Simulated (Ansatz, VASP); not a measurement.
**NiMoIrPdW: VASP beside Ansatz**

Contents of INCAR:

```
SYSTEM = NiMoIrPdW
PREC     = Accurate       ! precision mode
ENCUT    = 520            ! plane-wave cutoff, eV
EDIFF    = 1E-6           ! SCF threshold, eV
ISMEAR   = -1             ! smearing method
SIGMA    = 0.05           ! smearing width, eV
LREAL    = .False.        ! projectors in reciprocal space
LASPH    = .True.         ! aspherical terms in the spheres
NELM     = 150            ! most SCF steps
ALGO     = Fast           ! electronic algorithm
ISIF     = 2              ! what is computed and relaxed
LWAVE    = .False.        ! write WAVECAR
LCHARG   = .False.        ! write CHGCAR
ISPIN    = 2              ! spin polarisation
MAGMOM   = 1 1 0 0.6 0    ! initial moments
LORBIT   = 11             ! projections on sites
LMAXMIX  = 4              ! l up to which the mixer works
GGA      = PE             ! functional
NBANDS   = 40             ! bands
```

The input KPOINTS:

```
Automatic mesh
0
Gamma
  11 11 3
  0 0 0
```

The input POSCAR:

```
NiMoIrPdW
1.0
    2.3601276048     -1.4408596140      0.0091200017
    2.3601276048      1.4408596140      0.0091200017
   -2.2206096973      0.0000000000     10.9960847573
Ni Mo Pd Ir W
1 1 1 1 1
Direct
    0.4983800000      0.4983800000      0.2952500000
    0.3177300000      0.3177300000      0.9120700000
    0.2473300000      0.2473300000      0.4906100000
    0.7498200000      0.7498200000      0.1080200000
    0.6867300000      0.6867300000      0.6940600000
```

input.yaml

```yaml
crystal:
  lattice:
    - [2.3601276048, -1.440859614, 0.0091200017]
    - [2.3601276048, 1.440859614, 0.0091200017]
    - [-2.2206096973, 0.0, 10.9960847573]
  atoms:
    - { symbol: Ni, position: [0.49838, 0.49838, 0.29525], spin: 1.0 }
    - { symbol: Mo, position: [0.31773, 0.31773, 0.91207], spin: 1.0 }
    - { symbol: Pd, position: [0.24733, 0.24733, 0.49061] }
    - { symbol: Ir, position: [0.74982, 0.74982, 0.10802], spin: 0.6 }
    - { symbol: W, position: [0.68673, 0.68673, 0.69406] }
hamiltonian:
  xc: pbe
  pseudopotentials: { kind: paw }
magnetization:
  spin_polarized: true
kpoints:
  mp_grid: { grid: [11, 11, 3] }
scf:
  occupations: { method: fermi_dirac, width: 0.05 }
output:
  forces: true
  stress: true
  eigenvalues: true
```

Alike in both runs: task single point; functional PBE; k mesh 11 × 11 × 3; occupations fermi-dirac, width 0.05 eV; collinear spin.

```csv
,VASP,Ansatz
version,VASP 6.6.1,Ansatz 0.2.0
potentials or method,"VASP PAW PBE potentials, release 64 (Ni, Mo_sv, Pd, Ir, W_sv)",Ansatz PAW
plane-wave cutoff (eV),520,420
valence electrons in the cell,57,81
```

```tsv
	VASP	Ansatz	Ansatz less VASP
gap on the k mesh at the Fermi level (eV)	none	none	-
pressure (GPa)	-4.4	-4.8	-0.38
traceless stress, the component that is largest in VASP (GPa)	0.40	0.45	+0.052
rms of the force components (eV/Å)	0.029	0.034	+0.0054
net moment per atom (μB)	0.00	0.00	0.000
```

Atom by atom the forces differ by 0.007 eV/Å (rms over components). A gap of «none» marks a metal or a gap that the smearing closes. The functional is the same, so the differences come from potentials, cutoffs and numerics. VASP's potentials hold 57 valence electrons a cell and Ansatz's 81, so a difference there can come from the potentials and not from the codes.

Neither program's run includes spin-orbit coupling.
